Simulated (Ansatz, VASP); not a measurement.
# C in VASP and in Ansatz

```
C
1.0
     1.22805   -2.12706    0.00000
     1.22805    2.12706    0.00000
     0.00000    0.00000    7.17327
C
4
Direct
  0.08338 0.91662 0.75314
  0.58338 0.41662 0.24686
  0.91662 0.08338 0.24686
  0.41662 0.58338 0.75314
```

Alike in both runs: task single point; functional r2SCAN; k mesh 10 × 10 × 3; occupations methfessel-paxton of order 1, width 0.25 eV; no spin polarisation.

|  | VASP | Ansatz |
| --- | --- | --- |
| version | VASP 6.6.1 | Ansatz 0.2.0 |
| potentials or method | VASP PAW PBE potentials, release 64 (C) | plane waves, PAW |
| plane-wave cutoff (eV) | 660 | 500 |
| valence electrons in the cell | 16 | 16 |

```tsv
	VASP	Ansatz	Ansatz less VASP
pressure (GPa)	-0.1	-0.1	-0.02
traceless stress, the component that is largest in VASP (GPa)	-0.41	0.12	+0.533
rms of the force components (eV/Å)	0.009	0.010	+0.0008
```

VASP's potentials were made for PBE, not for r2SCAN. Atom by atom the forces differ by 0.001 eV/Å (rms over components).
